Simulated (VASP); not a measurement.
# Li (P1) in VASP: a series of runs

Runs on Li. Level: PBE. Tasks: single point.

Everything below comes from runs of VASP 6.6.1. Logs are shortened: lines on timing, memory, paths and dates and some standing lists are left out, and cuts for length are marked.

## 1. The cell of the first run

The typed cell holds 16 atoms: a = 6.980 Å, b = 6.980 Å, c = 6.980 Å, α = 90.00°, β = 90.00°, γ = 90.00°.

## 2. Single point, PBE

Contents of INCAR:

```
SYSTEM = Li
  PREC = Accurate
  ENCUT = 650
  EDIFF = 1E-6
  ISMEAR = -1
  SIGMA = 0.1
  LREAL = .False.
  LASPH = .True.
  NELM = 120
  ALGO = Normal
  ISIF = 2
  LWAVE = .False.
  LCHARG = .False.
  GGA = PE
  NBANDS = 38
  GGA_COMPAT = .False.
```

Contents of KPOINTS:

```
Automatic mesh
0
Gamma
  3 3 3
  0 0 0
```

Contents of POSCAR:

```
Li
1.0
    6.9800000000      0.0000000000      0.0000000000
    0.0000000000      6.9800000000      0.0000000000
    0.0000000000      0.0000000000      6.9800000000
Li
16
Direct
   -0.0467335244     -0.0342836676      0.0252435530
    0.4938968481      0.0434527221     -0.0280085960
   -0.0044699140      0.5059025788      0.0520916905
   -0.0013610315     -0.0100859599      0.4950859599
    0.2440830946      0.2258882521      0.2861031519
    0.4990114613      0.4674498567     -0.0199140401
    0.5250000000     -0.0107879656      0.5397277937
    0.7483524355      0.2518194842      0.2538681948
    0.0265329513      0.5122492837      0.5048997135
    0.2531948424      0.7390257880      0.2557306590
    0.2011891117      0.2304011461      0.7823638968
    0.4836676218      0.4187106017      0.5433667622
    0.7094555874      0.7036103152      0.2727077364
    0.8007736390      0.2328510029      0.8144269341
    0.1821776504      0.7181088825      0.7738681948
    0.7304584527      0.7344699140      0.7714899713
```

Potentials or basis: VASP PAW PBE potentials, release 64 (Li_sv).

On the command line:

```bash
cat potpaw_PBE.64/Li_sv/POTCAR > POTCAR
mpirun -np 1 vasp_std > vasp.out
```

OUTCAR:

```text
SYSTEM = Li
   PREC = Accurate
   ENCUT = 650
   EDIFF = 1E-6
   ISMEAR = -1
   LREAL = .False.
   LASPH = .True.
   NELM = 120
   ISIF = 2
   GGA = PE

 ion  position               nearest neighbor table
   1  0.953  0.966  0.025-  14 2.60
   2  0.494  0.043  0.972-
   3  0.996  0.506  0.052-
   4  0.999  0.990  0.495-
   5  0.244  0.226  0.286-
   6  0.499  0.467  0.980-
   7  0.525  0.989  0.540-
   8  0.748  0.252  0.254-
   9  0.027  0.512  0.505-  15 2.60
  10  0.253  0.739  0.256-
  11  0.201  0.230  0.782-
  12  0.484  0.419  0.543-
  13  0.709  0.704  0.273-
  14  0.801  0.233  0.814-   1 2.60
  15  0.182  0.718  0.774-   9 2.60
  16  0.730  0.734  0.771-

  LATTYP: Found a simple cubic cell.
 ALAT       =     6.9800000000

  Lattice vectors:

 A1 = (   6.9800000000,   0.0000000000,   0.0000000000)
 A2 = (   0.0000000000,   6.9800000000,   0.0000000000)
 A3 = (   0.0000000000,   0.0000000000,   6.9800000000)

Analysis of symmetry for initial positions (statically):
=====================================================================
 Subroutine PRICEL returns:
 Original cell was already a primitive cell.

 Routine SETGRP: Setting up the symmetry group for a
 simple cubic supercell.

 Subroutine GETGRP returns: Found  1 space group operations
 (whereof  1 operations were pure point group operations)
 out of a pool of 48 trial point group operations.

The static configuration has the point symmetry C_1 .

Analysis of symmetry for dynamics (positions and initial velocities):
=====================================================================
 Subroutine PRICEL returns:
 Original cell was already a primitive cell.

 Routine SETGRP: Setting up the symmetry group for a
 simple cubic supercell.

 Subroutine GETGRP returns: Found  1 space group operations
 (whereof  1 operations were pure point group operations)
 out of a pool of 48 trial point group operations.

The dynamic configuration has the point symmetry C_1 .

 Subroutine INISYM returns: Found  1 space group operations
 (whereof  1 operations are pure point group operations),
 and found     1 'primitive' translations

----------------------------------------------------------------------------------------

                                     Primitive cell

[... 102 lines left out ...]
   LNONCOLLINEAR =      F non collinear calculations
   LSORBIT =      F    spin-orbit coupling
   LASPH  =      T    aspherical Exc in radial PAW
   ENCUT  =  650.0 eV  47.77 Ry    6.91 a.u.  14.51 14.51 14.51*2*pi/ulx,y,z
   NELM   =    120;   NELMIN=  2; NELMDL= -5     # of ELM steps
   EDIFF  = 0.1E-05   stopping-criterion for ELM
   LREAL  =      F    real-space projection
[... 7 lines left out ...]
   TEBEG  =    0.0;   TEEND  =   0.0 temperature during run
   PSTRESS=    0.0 pullay stress
   NELECT =      48.0000    total number of electrons
   NUPDOWN=      -1.0000    fix difference up-down
   EMIN   =  10.00;   EMAX   =-10.00  energy-range for DOS
   EFERMI =   0.00;   METHOD = LEGACY
   ISMEAR =    -1;   SIGMA  =   0.10  broadening in eV -4-tet -1-fermi 0-gaus
   EFERMI_NEDOS =   21; number of points for ismear=-14 and -15
   IALGO  =     38    algorithm
   IMIX   =      4    mixing-type and parameters
     AMIX     =   0.40;   BMIX     =  1.00
     AMIX_MAG =   1.60;   BMIX_MAG =  1.00
  volume/ion in A,a.u.               =      21.25       143.43
  Fermi-wavevector in a.u.,A,eV,Ry     =   0.852380  1.610764  9.885331  0.726551
  Thomas-Fermi vector in A             =   1.968659
   LORBIT       =      0    0 simple, 1 ext, 2 COOP (PROOUT), +10 PAW based schemes
   GGA     = PE    functional components
   LHFCALC =     F    Hartree Fock is set to
   AEXX    =    0.0000 exact exchange contribution
   IVDW    =     0    specifies the selected vdW correction
   LEPSILON=     F    determine dielectric tensor
   LRPA    =     F    only Hartree local field effects (RPA)
 non-spin polarized calculation
  energy-cutoff  :      650.00
  volume of cell :      340.07
 maximum number of plane-waves:     12893
 NGX is ok and might be reduce to    60
   NGX = 29   NGY = 29   NGZ = 29

 number of electron      48.0000003 magnetization

 Free energy of the ion-electron system (eV)
  ---------------------------------------------------
  ext. energy  EPLUGINS =         0.00000000
  ---------------------------------------------------
  free energy    TOTEN  =       -29.99626219 eV

  energy without entropy =      -29.72019755  energy(sigma->0) =      -29.85822987

 E-fermi :   0.4479     XC(G=0):  -6.9195

 val. band max:        0.4422069553   @ k =   0.3333   0.3333   0.0000
 cond. band min:       0.4562569297   @ k =   0.0000  -0.3333   0.3333
 fundamental gap:      0.0140499744
 Fermi energy:         0.4478583888

 k-point     1 :       0.0000    0.0000    0.0000
  band No.  band energies     occupation
      1     -46.2448      2.00000
      2     -46.2286      2.00000
      3     -46.2241      2.00000
      4     -46.2102      2.00000
      5     -46.1814      2.00000
      6     -46.1792      2.00000
[... 535 lines left out ...]
     35       3.6290      0.00000
     36       3.9336      0.00000
 [bands above 36 left out]

------------------------ aborting loop because EDIFF is reached ----------------------------------------

  FORCE on cell =-STRESS in cart. coord.  units (eV):
  Direction    XX          YY          ZZ          XY          YZ          ZX
  --------------------------------------------------------------------------------------
  -------------------------------------------------------------------------------------
  Total       -1.0239647     -0.9977657     -0.8771453      0.0883214      0.0998954      0.0012670
  in kB       -4.8242444     -4.7008119     -4.1325284      0.4161120      0.4706411      0.0059695
  external PRESSURE =      -4.5525282 kB  Pullay stress =       0.0000000 kB

 VOLUME and BASIS-vectors are now :
 -----------------------------------------------------------------------------
  energy-cutoff  :      650.00
  volume of cell :      340.07
      direct lattice vectors                 reciprocal lattice vectors
     6.980000000  0.000000000  0.000000000     0.143266476  0.000000000  0.000000000
     0.000000000  6.980000000  0.000000000     0.000000000  0.143266476  0.000000000
     0.000000000  0.000000000  6.980000000     0.000000000  0.000000000  0.143266476

 POSITION                                       TOTAL-FORCE (eV/Angst)
 -----------------------------------------------------------------------------------
      6.65380      6.74070      0.17620         0.203946     -0.162280      0.281871
      3.44740      0.30330      6.78450        -0.093204     -0.404635      0.283912
      6.94880      3.53120      0.36360         0.005901     -0.156181     -0.041775
      6.97050      6.90960      3.45570        -0.184136     -0.114160      0.104766
      1.70370      1.57670      1.99700         0.024211      0.023650     -0.322476
      3.48310      3.26280      6.84100        -0.192175      0.118923      0.170183
[... 8 lines left out ...]
      1.27160      5.01240      5.40160         0.495166      0.297761      0.047583
      5.09860      5.12660      5.38500         0.114999     -0.144900     -0.055009
 -----------------------------------------------------------------------------------
    total drift:                               -0.001084     -0.000240      0.002110

  FREE ENERGIE OF THE ION-ELECTRON SYSTEM (eV)
  ---------------------------------------------------
  free  energy   TOTEN  =       -29.9962621909 eV

  energy  without entropy=      -29.7201975543  energy(sigma->0) =      -29.85822987
```

OSZICAR:

```text
N       E                     dE             d eps       ncg     rms          rms(c)
DAV:   1     0.288256452631E+03    0.28826E+03   -0.22929E+04  1064   0.141E+03
DAV:   2     0.455089401441E+02   -0.24275E+03   -0.22668E+03  1080   0.369E+02
DAV:   3    -0.143014089063E+02   -0.59810E+02   -0.58169E+02  1992   0.855E+01
DAV:   4    -0.271973850721E+02   -0.12896E+02   -0.12679E+02  1794   0.677E+01
DAV:   5    -0.301556381215E+02   -0.29583E+01   -0.29565E+01  1924   0.195E+01    0.164E+00
DAV:   6    -0.300173068573E+02    0.13833E+00   -0.84222E-01  1546   0.524E+00    0.741E-01
DAV:   7    -0.299959127972E+02    0.21394E-01   -0.14111E-01  1848   0.151E+00    0.217E-01
DAV:   8    -0.299962739247E+02   -0.36113E-03   -0.26989E-02  1672   0.617E-01    0.118E-01
DAV:   9    -0.299962915700E+02   -0.17645E-04   -0.20478E-03  1720   0.182E-01    0.557E-02
DAV:  10    -0.299962657426E+02    0.25827E-04   -0.30084E-04  1690   0.656E-02    0.115E-02
DAV:  11    -0.299962655083E+02    0.23426E-06   -0.55041E-05  1704   0.287E-02    0.740E-03
DAV:  12    -0.299962625864E+02    0.29220E-05   -0.26181E-06  1266   0.101E-02    0.155E-03
DAV:  13    -0.299962621909E+02    0.39543E-06   -0.67968E-07   848   0.488E-03
   1 F= -.29996262E+02 E0= -.29858230E+02  d E =-.276065E+00
```

Run time: 3.1 min. Hardware: 1 thread of Intel Xeon Platinum 8488C (Sapphire Rapids), shared host; peak memory 0.56 GiB.

What came out:

```yaml
Free_energy: -29.9963 eV
Pressure: -0.5 GPa
Largest_force: 0.621 eV/Å
Band_gap_on_the_k_mesh: zero (bands 24 and 25 overlap by 0.45 eV)
```

Forces on the atoms (eV/Å):
```
Li   0.204 -0.162  0.282
Li  -0.093 -0.405  0.284
Li   0.006 -0.156 -0.042
Li  -0.184 -0.114  0.105
Li   0.024  0.024 -0.322
Li  -0.192  0.119  0.170
Li  -0.205  0.026 -0.054
Li  -0.045 -0.081  0.146
Li  -0.375 -0.244 -0.055
Li   0.286  0.113  0.008
Li   0.046 -0.010 -0.053
Li   0.082  0.286  0.056
Li  -0.011  0.161  0.011
Li  -0.152  0.290 -0.528
Li   0.495  0.298  0.048
Li   0.115 -0.145 -0.055
```

## 3. Single point, PBE

Contents of INCAR:

```
PREC = Accurate
ENCUT = 650
EDIFF = 1E-6
ISMEAR = -1
SIGMA = 0.1
LREAL = False
LASPH = True
NELM = 120
ALGO = Normal
ISIF = 2
LWAVE = False
LCHARG = False
GGA = PE
NBANDS = 38
GGA_COMPAT = False
```

Contents of KPOINTS:

```
regular mesh
0
Gamma
  3 3 3
```

Contents of POSCAR:

```
Li
1.0
    6.9800000000      0.0000000000      0.0000000000
    0.0000000000      6.9800000000      0.0000000000
    0.0000000000      0.0000000000      6.9800000000
Li
16
Direct
   -0.0470200573     -0.0797564470      0.0605014327
    0.5235673352     -0.0700716332      0.0195988539
   -0.0120057307      0.5162893983      0.0088825215
   -0.0334240688     -0.0123209169      0.5474355301
    0.2106733524      0.1950716332      0.2024641834
    0.4550573066      0.4806446991     -0.0616905444
    0.4878223496     -0.0000286533      0.4687965616
    0.7613610315      0.1917191977      0.2785243553
   -0.0168767908      0.4552722063      0.4944842407
    0.2608309456      0.7626361032      0.2374355301
    0.2258309456      0.1922779370      0.8472492837
    0.4146704871      0.4009025788      0.5280372493
    0.7149426934      0.6640114613      0.2398137536
    0.7551862464      0.2629226361      0.7445702006
    0.2742406877      0.7833237822      0.7924068768
    0.7636103152      0.7014756447      0.7873638968
```

Potentials or basis: VASP PAW PBE potentials, release 64 (Li_sv).

On the command line:

```bash
cat potpaw_PBE.64/Li_sv/POTCAR > POTCAR
mpirun -np 1 vasp_std > vasp.out
```

OUTCAR:

```text
PREC = Accurate
   ENCUT = 650
   EDIFF = 1E-6
   ISMEAR = -1
   LREAL = False
   LASPH = True
   NELM = 120
   ISIF = 2
   GGA = PE

 ion  position               nearest neighbor table
   1  0.953  0.920  0.061-
   2  0.524  0.930  0.020-  15 2.57
   3  0.988  0.516  0.009-  16 2.55
   4  0.967  0.988  0.547-
   5  0.211  0.195  0.202-  11 2.48
   6  0.455  0.481  0.938-
   7  0.488  1.000  0.469-
   8  0.761  0.192  0.279-
   9  0.983  0.455  0.494-
  10  0.261  0.763  0.237-
  11  0.226  0.192  0.847-   5 2.48
  12  0.415  0.401  0.528-
  13  0.715  0.664  0.240-
  14  0.755  0.263  0.745-
  15  0.274  0.783  0.792-   2 2.57
  16  0.764  0.701  0.787-   3 2.55

  LATTYP: Found a simple cubic cell.
 ALAT       =     6.9800000000

  Lattice vectors:

 A1 = (   6.9800000000,   0.0000000000,   0.0000000000)
 A2 = (   0.0000000000,   6.9800000000,   0.0000000000)
 A3 = (   0.0000000000,   0.0000000000,   6.9800000000)

Analysis of symmetry for initial positions (statically):
=====================================================================
 Subroutine PRICEL returns:
 Original cell was already a primitive cell.

 Routine SETGRP: Setting up the symmetry group for a
 simple cubic supercell.

 Subroutine GETGRP returns: Found  1 space group operations
 (whereof  1 operations were pure point group operations)
 out of a pool of 48 trial point group operations.

The static configuration has the point symmetry C_1 .

Analysis of symmetry for dynamics (positions and initial velocities):
=====================================================================
 Subroutine PRICEL returns:
 Original cell was already a primitive cell.
[... 142 lines left out ...]
   IALGO  =     38    algorithm
   IMIX   =      4    mixing-type and parameters
     AMIX     =   0.40;   BMIX     =  1.00
     AMIX_MAG =   1.60;   BMIX_MAG =  1.00
  volume/ion in A,a.u.               =      21.25       143.43
  Fermi-wavevector in a.u.,A,eV,Ry     =   0.852380  1.610764  9.885331  0.726551
  Thomas-Fermi vector in A             =   1.968659
   LORBIT       =      0    0 simple, 1 ext, 2 COOP (PROOUT), +10 PAW based schemes
   GGA     = PE    functional components
   LHFCALC =     F    Hartree Fock is set to
   AEXX    =    0.0000 exact exchange contribution
   IVDW    =     0    specifies the selected vdW correction
   LEPSILON=     F    determine dielectric tensor
   LRPA    =     F    only Hartree local field effects (RPA)
 non-spin polarized calculation
  energy-cutoff  :      650.00
  volume of cell :      340.07
 maximum number of plane-waves:     12893
 NGX is ok and might be reduce to    60
   NGX = 29   NGY = 29   NGZ = 29

 number of electron      47.9999985 magnetization

 Free energy of the ion-electron system (eV)
  ---------------------------------------------------
  ext. energy  EPLUGINS =         0.00000000
  ---------------------------------------------------
  free energy    TOTEN  =       -29.23542016 eV

  energy without entropy =      -28.96786635  energy(sigma->0) =      -29.10164326

 E-fermi :   0.4439     XC(G=0):  -6.9026

 val. band max:        0.4334251374   @ k =   0.3333   0.0000   0.3333
 cond. band min:       0.4529352153   @ k =   0.3333   0.0000   0.0000
 fundamental gap:      0.0195100778
 Fermi energy:         0.4439459996

 k-point     1 :       0.0000    0.0000    0.0000
  band No.  band energies     occupation
      1     -46.3756      2.00000
      2     -46.2844      2.00000
      3     -46.2700      2.00000
      4     -46.2510      2.00000
      5     -46.2064      2.00000
      6     -46.1810      2.00000
[... 535 lines left out ...]
     35       3.6099      0.00000
     36       3.9841      0.00000
 [bands above 36 left out]

------------------------ aborting loop because EDIFF is reached ----------------------------------------

  FORCE on cell =-STRESS in cart. coord.  units (eV):
  Direction    XX          YY          ZZ          XY          YZ          ZX
  --------------------------------------------------------------------------------------
  -------------------------------------------------------------------------------------
  Total        0.0011202      0.4999709     -0.0066088      0.0420380      0.1872608      0.4326412
  in kB        0.0052775      2.3555322     -0.0311361      0.1980554      0.8822488      2.0383192
  external PRESSURE =       0.7765579 kB  Pullay stress =       0.0000000 kB

 VOLUME and BASIS-vectors are now :
 -----------------------------------------------------------------------------
  energy-cutoff  :      650.00
  volume of cell :      340.07
      direct lattice vectors                 reciprocal lattice vectors
     6.980000000  0.000000000  0.000000000     0.143266476  0.000000000  0.000000000
     0.000000000  6.980000000  0.000000000     0.000000000  0.143266476  0.000000000
     0.000000000  0.000000000  6.980000000     0.000000000  0.000000000  0.143266476

 POSITION                                       TOTAL-FORCE (eV/Angst)
 -----------------------------------------------------------------------------------
      6.65180      6.42330      0.42230         0.049440      0.265810     -0.202102
      3.65450      6.49090      0.13680         0.257840      0.560045     -0.060833
      6.89620      3.60370      0.06200         0.398187     -0.419997      0.048598
      6.74670      6.89400      3.82110         0.277343     -0.229082     -0.150700
      1.47050      1.36160      1.41320         0.084250      0.133468      0.546291
      3.17630      3.35490      6.54940         0.238172     -0.052581      0.529321
[... 8 lines left out ...]
      1.91420      5.46760      5.53100        -0.410725     -0.189865     -0.424195
      5.33000      4.89630      5.49580        -0.320938      0.168490     -0.591552
 -----------------------------------------------------------------------------------
    total drift:                                0.001373      0.000716     -0.001789

  FREE ENERGIE OF THE ION-ELECTRON SYSTEM (eV)
  ---------------------------------------------------
  free  energy   TOTEN  =       -29.2354201642 eV

  energy  without entropy=      -28.9678663463  energy(sigma->0) =      -29.10164326
```

stdout:

```text
POSCAR found type information on POSCAR Li
 POSCAR found :  1 types and      16 ions
 scaLAPACK will be used
 LDA part: xc-table for (Slater+PW92), standard interpolation
 POSCAR, INCAR and KPOINTS ok, starting setup
 FFT: planning ... GRIDC
 FFT: planning ... GRID_SOFT
 FFT: planning ... GRID
 WAVECAR not read
 entering main loop
```

Wall time 3.6 min (1 thread of Intel Xeon Platinum 8488C (Sapphire Rapids), shared host); peak memory 0.57 GiB.

What came out:

```yaml
Free_energy: -29.2354 eV
Pressure: 0.1 GPa
Largest_force: 0.735 eV/Å
Band_gap_on_the_k_mesh: zero (bands 24 and 25 overlap by 0.44 eV)
```

Forces on the atoms (eV/Å):
```
Li   0.049  0.266 -0.202
Li   0.258  0.560 -0.061
Li   0.398 -0.420  0.049
Li   0.277 -0.229 -0.151
Li   0.084  0.133  0.546
Li   0.238 -0.053  0.529
Li   0.037 -0.206  0.403
Li  -0.176  0.376 -0.364
Li   0.331  0.227  0.034
Li  -0.189 -0.394  0.257
Li  -0.253 -0.178 -0.667
Li   0.118  0.307 -0.171
Li  -0.259 -0.091  0.469
Li  -0.184 -0.278  0.345
Li  -0.411 -0.190 -0.424
Li  -0.321  0.168 -0.592
```

Stress tensor (GPa, compression positive):
```
0.00 0.02 0.20
0.02 0.24 0.09
0.20 0.09 0.00
```

Levels at points of the mesh, in eV from the Fermi level:
```
           k point  band 21  band 22  band 23  band 24  band 25  band 26  band 27  band 28
(0.00, 0.00, 0.00)    -1.10    -0.97    -0.86     0.26     0.32     0.33     0.37     0.42
```

(Part 1 of 2 ends here.)
